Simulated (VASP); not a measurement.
Runs of VASP 6.6.1 on W. The structure is that of space group P6_3/mmc (No. 194), or close to it. The cells are those of the table. 

```csv
task,cell,k mesh for the DOS,occupations for the DOS,gap on the mesh (eV),pressure (GPa)
single point,"a = 2.644, b = 2.644, c = 4.586 Å, angles 90.0, 90.0, 120.0°, 2 atoms",-,-,none,(a)
single point,"a = 2.778, b = 2.778, c = 4.944 Å, angles 90.0, 90.0, 120.0°, 2 atoms",-,-,none,0.4
single point,"a = 2.533, b = 2.533, c = 4.043 Å, angles 90.0, 90.0, 120.0°, 2 atoms",-,-,none,227.1
single point,"a = 2.436, b = 2.436, c = 3.859 Å, angles 90.0, 90.0, 120.0°, 2 atoms",-,-,none,387.6
```

Alike in all rows: level PBE; potentials or basis VASP PAW PBE potentials, release 64 (W_sv); no spin polarisation; k mesh 17 × 17 × 9; cutoff (eV) 520; smearing fermi-dirac 0.1 eV.

Fill in the values left out.

(a) 69.6.

Caveats: spin-orbit coupling is left out, which moves the levels of the heavy elements.

A k mesh can miss the band edges, and the runs leave out spin-orbit coupling on W.

A gap of «none» marks levels without a gap at the run's occupations.
